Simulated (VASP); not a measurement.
A run of VASP 6.6.1:

INCAR

```
SYSTEM = Fe3Co
PREC = Accurate
ENCUT = 600
EDIFF = 1E-6
ISMEAR = -1
SIGMA = 0.3
LREAL = .FALSE.
LASPH = .TRUE.
NELM = 200
ALGO = Normal
ISIF = 2
LWAVE = .FALSE.
LCHARG = .TRUE.
ISPIN = 2
MAGMOM = 2.6 2.87 2.87 1.99
LORBIT = 11
LMAXMIX = 4
GGA = PS
LELF = .TRUE.
LVHAR = .TRUE.
NBANDS = 28
GGA_COMPAT = .FALSE.
```

File KPOINTS:

```
Automatic mesh
0
G
  10 10 14
  0 0 0
```

Contents of POSCAR:

```
Fe3Co
1.0
    4.0235794450      0.0000000000      0.0000000000
    0.0000000000      4.0235794450      0.0000000000
    0.0000000000      0.0000000000      2.8277051700
Fe Co
3 1
Direct
    0.5000000000      0.5000000000      0.0000000000
    0.5000000000      0.0000000000      0.5000000000
    0.0000000000      0.5000000000      0.5000000000
    0.0000000000      0.0000000000      0.0000000000
```

Potentials or basis: VASP PAW PBE potentials, release 64 (Fe, Co).

The run is started by

```console
$ cat potpaw_PBE.64/Fe/POTCAR potpaw_PBE.64/Co/POTCAR > POTCAR
$ mpirun -np 1 vasp_std > vasp.out
```

Hardware: 1 thread of Oxide Virtual Turin-like Processor, on a shared host.

**Question.** How long does it take, and how much memory?

**Answer.** Wall time 16 min on 1 thread of Oxide Virtual Turin-like Processor, on a shared host, peak memory 0.45 GiB. Counts: scf iterations 19, k points 168.
